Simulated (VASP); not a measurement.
Write the native input for VASP 6.6.1 that does the following.

```yaml
Task: single point
Functional: B3LYP
Dispersion: D4
Potentials_or_basis: VASP PAW PBE potentials, release 64 (Re)
Cutoff: 520 eV
k_mesh: 8 × 8 × 8
Occupations: methfessel-paxton, width 0.01 eV
Spin: no spin polarisation
Dipole_correction: no
Grid_for_exact_exchange_PRECFOCK: Normal
Further_INCAR_settings: ALGO = Normal; EDIFF = 1e-06; NBANDS = 10
Share_of_exact_exchange: 0.2
```

The system is Re.

```
CELL_PARAMETERS angstrom
0.00000 1.98652 1.98652
1.98652 0.00000 1.98652
1.98652 1.98652 0.00000
ATOMIC_POSITIONS crystal
Re 0.00000 0.00000 0.00000
```

This isn't the form of Re at room conditions, which is hcp.

The input as run:

POSCAR

```
Re
1.0
    0.0000000000      1.9865193485      1.9865193485
    1.9865193485      0.0000000000      1.9865193485
    1.9865193485      1.9865193485      0.0000000000
Re
1
Direct
    0.0000000000      0.0000000000      0.0000000000
```

INCAR.step1

```
SYSTEM = Re
PREC     = Accurate       ! precision mode
ENCUT    = 520            ! plane-wave cutoff, eV
EDIFF    = 1E-5           ! SCF threshold, eV
ISMEAR   = 1              ! smearing method
SIGMA    = 0.01           ! smearing width, eV
LREAL    = .FALSE.        ! projectors in reciprocal space
LASPH    = .TRUE.         ! aspherical terms in the spheres
NELM     = 100            ! most SCF steps
ALGO     = Normal         ! electronic algorithm
ISIF     = 2              ! what is computed and relaxed
LWAVE    = .TRUE.         ! write WAVECAR
LCHARG   = .FALSE.        ! write CHGCAR
NBANDS   = 10             ! bands
GGA      = PE             ! functional
```

INCAR.step2

```
SYSTEM = Re
PREC     = Accurate       ! precision mode
ENCUT    = 520            ! plane-wave cutoff, eV
EDIFF    = 1E-6           ! SCF threshold, eV
ISMEAR   = 1              ! smearing method
SIGMA    = 0.01           ! smearing width, eV
LREAL    = .FALSE.        ! projectors in reciprocal space
LASPH    = .TRUE.         ! aspherical terms in the spheres
NELM     = 100            ! most SCF steps
ALGO     = Normal         ! electronic algorithm
ISIF     = 2              ! what is computed and relaxed
LWAVE    = .FALSE.        ! write WAVECAR
LCHARG   = .FALSE.        ! write CHGCAR
GGA      = B3             ! functional
LHFCALC  = .TRUE.         ! exact exchange
AEXX     = 0.2            ! exact-exchange fraction
AGGAX    = 0.72         
AGGAC    = 0.81         
ALDAC    = 0.19         
PRECFOCK = Normal       
IVDW     = 13             ! dispersion correction
NBANDS   = 10             ! bands
ISTART   = 1
```

KPOINTS

```
Automatic mesh
0
G
  8 8 8
  0 0 0
```

Potentials or basis: VASP PAW PBE potentials, release 64 (Re).

Launch:

```console
$ cat potpaw_PBE.64/Re/POTCAR > POTCAR
$ cp INCAR.step1 INCAR
$ mpirun -np 1 vasp_std > vasp.out
$ cp INCAR.step2 INCAR
$ mpirun -np 1 vasp_std > vasp.out
```

Results of the run:

- Pressure: -25.3 GPa
- Band gap on the k mesh: zero (an odd number of electrons rules out a gap without spin polarisation)
- Dispersion energy per atom: -1.122 eV

Caveat: the cell stands under tension; the dispersion term is far too large for a dense solid, which distorts pressure and volume; the PAW data sets were made with another functional, which shifts forces and pressure a little; spin-orbit coupling is left out, which moves the levels of the heavy elements.

It took 7.4 min on 1 thread of Intel(R) Xeon(R) 6975P-C (Granite Rapids), with other jobs on the host, peak memory 0.16 GiB.
